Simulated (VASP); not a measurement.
**BN: single point with PBE**

BN:

```
B N
1.0
    -2.51162    0.00000    0.00000
    -1.25581   -2.17513    0.00000
    -1.88371   -1.81261   16.84074
B N
4 4
Direct
  0.04167 0.60417 0.87500
  0.20833 0.02083 0.37500
  0.62500 0.56250 0.12500
  0.45833 0.14583 0.62500
  0.29167 0.22917 0.12500
  0.12500 0.81250 0.62500
  0.37500 0.93750 0.87500
  0.54167 0.35417 0.37500
```

This cell differs from its parent crystal: the part above a cut slid along it.

```yaml
Program: VASP 6.6.1
Task: single point
Functional: PBE
Potentials_or_basis: VASP PAW PBE potentials, release 64 (B, N)
Cutoff: 600 eV
k_mesh: 10 × 10 × 2
Occupations: gaussian, width 0.05 eV
Spin: no spin polarisation
Dipole_correction: no
Further_INCAR_settings: ALGO = Normal; EDIFF = 1e-06; NBANDS = 26; ISYM = 0
```

```json
{
 "Pressure": "0.0 GPa",
 "Band gap on the k mesh": "4.50 eV (least direct gap 4.83 eV)"
}
```

Stress tensor (GPa, compression positive):
```
 0.14  0.00  0.00
 0.00  0.15  0.00
 0.00  0.00 -0.18
```

Levels at points of the mesh, in eV from the valence-band top:
| k point | band 14 | band 15 | band 16 | band 17 | band 18 | band 19 |
| --- | --- | --- | --- | --- | --- | --- |
| (0.00, 0.00, 0.00) | -1.23 | -1.23 | -1.23 | 4.50 | 5.75 | 5.75 |
| (0.50, 0.00, 0.00) | -0.78 | -0.78 | -0.67 | 4.65 | 4.86 | 4.93 |
| (0.00, 0.50, 0.00) | -0.84 | -0.72 | -0.70 | 4.74 | 4.83 | 4.96 |
| (0.50, 0.50, 0.00) | -0.84 | -0.72 | -0.70 | 4.74 | 4.83 | 4.96 |
| (0.00, 0.00, 0.50) | -1.23 | -1.23 | -1.23 | 4.83 | 4.84 | 6.99 |
| (0.50, 0.00, 0.50) | -0.86 | -0.70 | -0.70 | 4.67 | 4.77 | 5.04 |
| (0.00, 0.50, 0.50) | -0.79 | -0.77 | -0.68 | 4.74 | 4.83 | 4.95 |
| (0.50, 0.50, 0.50) | -0.79 | -0.77 | -0.68 | 4.74 | 4.83 | 4.95 |

Run time: 5.4 min on 1 thread of Oxide Virtual Turin-like Processor (shared host), peak memory 0.34 GiB.

Caveat: the cell differs from its parent crystal (the part above a cut slid along it); this functional lacks dispersion, which binds layers or chains, so the pressure and a relaxed spacing across them are unreliable. A k mesh can miss the band edges.
